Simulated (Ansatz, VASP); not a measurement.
SrCl2 in VASP and in Ansatz

```
Sr Cl
1.0
     0.00000    3.53759    3.37132
     3.53759    0.00000    3.37132
     3.53759    3.53759    0.00000
Sr Cl
1 2
Direct
  0.00000 0.00000 0.00000
  0.25000 0.25000 0.25000
  0.75000 0.75000 0.75000
```

Alike in both runs: task single point; functional PBE; k mesh 6 × 6 × 6; occupations gaussian, width 0.05 eV; no spin polarisation.

|  | VASP | Ansatz |
| --- | --- | --- |
| version | VASP 6.6.1 | Ansatz 0.2.0 |
| potentials or method | VASP PAW PBE potentials, release 64 (Sr_sv, Cl), cutoff 520 eV | scalar-relativistic, plane waves, PAW |
| valence electrons in the cell | 24 | 24 |

|  | VASP | Ansatz | Ansatz less VASP |
| --- | --- | --- | --- |
| gap on the k mesh at the Fermi level (eV) | 5.08 | 5.09 | +0.004 |
| least direct gap on the mesh (eV) | 5.28 | 5.28 | +0.002 |
| pressure (GPa) | 1.3 | 1.2 | -0.09 |
| traceless stress, the component that is largest in VASP (GPa) | 1.71 | 1.72 | +0.010 |

The functional is the same, so the differences come from potentials, cutoffs and numerics.
